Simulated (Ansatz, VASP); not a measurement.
## One calculation of Ge, two programs

File INCAR:

```
SYSTEM = Ge
  ALGO = Normal
  EDIFF = 1E-7
  ENCUT = 520
  GGA = PE
  ISIF = 2
  ISMEAR = 0
  LASPH = .TRUE.
  LCHARG = .FALSE.
  LREAL = .FALSE.
  LWAVE = .FALSE.
  NBANDS = 66
  NELM = 80
  PREC = Accurate
  SIGMA = 0.2
```

KPOINTS

```
k-points
0
G
  6 4 2
  0 0 0
```

The input POSCAR:

```
Ge
1.0
    0.0000000000      0.0000000000      3.7384343649
    3.4615441448     -3.5714990611      0.0000000000
    6.9230882896      7.1429981222      0.0000000000
Ge
8
Direct
    0.2500000000      0.4590387054      0.0880206170
    0.2500000000      0.4590387054      0.5880206170
    0.7500000000      0.5409612946      0.4119793830
    0.7500000000      0.5409612946      0.9119793830
    0.2500000000      0.8239587660      0.2704806473
    0.2500000000      0.8239587660      0.7704806473
    0.7500000000      0.1760412340      0.2295193527
    0.7500000000      0.1760412340      0.7295193527
```

Input for Ansatz:

```yaml
crystal:
  lattice:
    - [0.0, 0.0, 3.7384343649]
    - [3.4615441448, -3.5714990611, 0.0]
    - [6.9230882896, 7.1429981222, 0.0]
  atoms:
    - { symbol: Ge, position: [0.25, 0.4590387054, 0.088020617] }
    - { symbol: Ge, position: [0.25, 0.4590387054, 0.588020617] }
    - { symbol: Ge, position: [0.75, 0.5409612946, 0.411979383] }
    - { symbol: Ge, position: [0.75, 0.5409612946, 0.911979383] }
    - { symbol: Ge, position: [0.25, 0.823958766, 0.2704806473] }
    - { symbol: Ge, position: [0.25, 0.823958766, 0.7704806473] }
    - { symbol: Ge, position: [0.75, 0.176041234, 0.2295193527] }
    - { symbol: Ge, position: [0.75, 0.176041234, 0.7295193527] }
basis:
  ecutwfc: 420
kpoints:
  mp_grid: { grid: [6, 4, 2] }
hamiltonian:
  xc: pbe
scf:
  occupations: { method: gaussian, width: 0.2 }
  lower_state_search: "off"
output:
  forces: true
  stress: true
  eigenvalues: true
```

Alike in both runs: task single point; functional PBE; k mesh 6 × 4 × 2; occupations gaussian, width 0.2 eV; no spin polarisation.

|  | VASP | Ansatz |
| --- | --- | --- |
| version | VASP 6.6.1 | Ansatz 0.2.0 |
| potentials or method | VASP PAW PBE potentials, release 64 (Ge_d), cutoff 520 eV | scalar-relativistic, plane waves, PAW |
| valence electrons in the cell | 112 | 112 |

|  | VASP | Ansatz | Ansatz less VASP |
| --- | --- | --- | --- |
| gap on the k mesh at the Fermi level (eV) | none | none | - |
| pressure (GPa) | 0.1 | 0.1 | +0.01 |
| traceless stress, the component that is largest in VASP (GPa) | 0.18 | 0.16 | -0.013 |
| rms of the force components (eV/Å) | 0.008 | 0.008 | -0.0003 |

Atom by atom the forces differ by 0.000 eV/Å (rms over components). A gap of «none» marks a metal or a gap that the smearing closes. The functional is the same, so the differences come from potentials, cutoffs and numerics.
